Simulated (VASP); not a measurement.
A run of VASP 6.6.1:

File INCAR:

```
SYSTEM = GaSb3
PREC     = Accurate       ! precision mode
ENCUT    = 520            ! plane-wave cutoff, eV
EDIFF    = 1E-6           ! SCF threshold, eV
ISMEAR   = 0              ! smearing method
SIGMA    = 0.15           ! smearing width, eV
LREAL    = .False.        ! projectors in reciprocal space
LASPH    = .True.         ! aspherical terms in the spheres
NELM     = 100            ! most SCF steps
ALGO     = Normal         ! electronic algorithm
ISIF     = 2              ! what is computed and relaxed
LWAVE    = .False.        ! write WAVECAR
LCHARG   = .False.        ! write CHGCAR
GGA      = PS             ! functional
IVDW     = 12             ! dispersion correction
NBANDS   = 22             ! bands
```

KPOINTS

```
Automatic mesh
0
Gamma
  10 10 10
  0 0 0
```

The input POSCAR:

```
GaSb3
1.0
    0.0000000000      3.4900328236      3.5857729617
    3.4900328236      0.0000000000      3.5857729617
    3.4900328236      3.4900328236      0.0000000000
Ga Sb
1 3
Direct
    0.0000000000      0.0000000000      0.0000000000
    0.2557170379      0.2442829621      0.2442829621
    0.7442829621      0.7557170379      0.7557170379
    0.5000000000      0.5000000000      0.5000000000
```

Potentials or basis: VASP PAW PBE potentials, release 64 (Ga_d, Sb).

Launch:

```sh
$ cat potpaw_PBE.64/Ga_d/POTCAR potpaw_PBE.64/Sb/POTCAR > POTCAR
$ mpirun -np 1 vasp_std > vasp.out
```

Hardware: 1 thread of Intel(R) Xeon(R) 6975P-C (Granite Rapids), on a shared host.

Task: Estimate the wall time of this run.

Result: Run time: 3.3 min on 1 thread of Intel(R) Xeon(R) 6975P-C (Granite Rapids), with other jobs on the host, peak memory 0.63 GiB. Counts: scf iterations 11, k points 282.
